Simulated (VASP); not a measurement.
Here is a VASP 6.6.1 calculation.

Contents of INCAR:

```
SYSTEM = CsH
PREC = Accurate ; ENCUT = 520
EDIFF = 1E-6 ; ISMEAR = 0
SIGMA = 0.01 ; LREAL = .False.
LASPH = .True. ; NELM = 80
ALGO = Normal ; ISIF = 2
LWAVE = .False. ; LCHARG = .False.
GGA = CA ; NBANDS = 12
```

KPOINTS

```
Automatic mesh
0
Gamma
  5 5 5
  0 0 0
```

The input POSCAR:

```
CsH
1.0
    3.8686569860      0.0000000000      0.0000000000
    0.0000000000      3.8686569860      0.0000000000
    0.0000000000      0.0000000000      3.8686569860
Cs H
1 1
Direct
    0.0000000000      0.0000000000      0.0000000000
    0.5000000000      0.5000000000      0.5000000000
```

Potentials or basis: VASP PAW LDA potentials, release 64 (Cs_sv, H).

Run with:

```sh
$ cat potpaw_LDA.64/Cs_sv/POTCAR potpaw_LDA.64/H/POTCAR > POTCAR
$ mpirun -np 1 vasp_std > vasp.out
```

(1) Estimate the pressure.

(2) Estimate the band gap on the k mesh.

## Answers

(1) -2.2 GPa.

(2) 2.93 eV, indirect (least direct gap 3.07 eV).

Caveat: spin-orbit coupling is left out, which moves the levels of the heavy elements.
